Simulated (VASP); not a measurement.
Wanted: the native input for a VASP 6.6.1 run.

```
Task                   : single point
Functional             : PBE
Potentials or basis    : VASP PAW PBE potentials, release 64 (Mg, O)
Cutoff                 : 520 eV
k mesh                 : 27 × 27 × 27
Occupations            : fermi-dirac, width 0.0612256 eV
Spin                   : no spin polarisation
Dipole correction      : no
Further INCAR settings : ALGO = Normal; EDIFF = 1e-06; NBANDS = 18
```

The structure of MgO3 (ReO3 type) lies in POSCAR:

```
MgO3
1.0
    4.0129829312      0.0000000000      0.0000000000
    0.0000000000      4.0129829312      0.0000000000
    0.0000000000      0.0000000000      4.0129829312
Mg O
1 3
Direct
    0.0000000000      0.0000000000      0.0000000000
    0.5000000000      0.0000000000      0.0000000000
    0.0000000000      0.5000000000      0.0000000000
    0.0000000000      0.0000000000      0.5000000000
```

One way to write it, as run:

INCAR

```
PREC = Accurate
ENCUT = 520
EDIFF = 1E-6
ISMEAR = -1
SIGMA = 0.06122561905347299
LREAL = F
LASPH = T
NELM = 60
ALGO = Normal
ISIF = 2
LWAVE = F
LCHARG = F
GGA = PE
NBANDS = 18
```

KPOINTS

```
Automatic mesh
0
Gamma
  27 27 27
```

Potentials or basis: VASP PAW PBE potentials, release 64 (Mg, O).

Command:

```sh
$ cat potpaw_PBE.64/Mg/POTCAR potpaw_PBE.64/O/POTCAR > POTCAR
$ mpirun -np 1 vasp_std > vasp.out
```

It gave:

* Pressure: -2.4 GPa
* Band gap on the k mesh: zero (bands 10 and 11 overlap by 1.07 eV)

Run time: 12 min on 1 thread of Intel Xeon 8259CL, with other jobs on the host, peak memory 0.62 GiB.
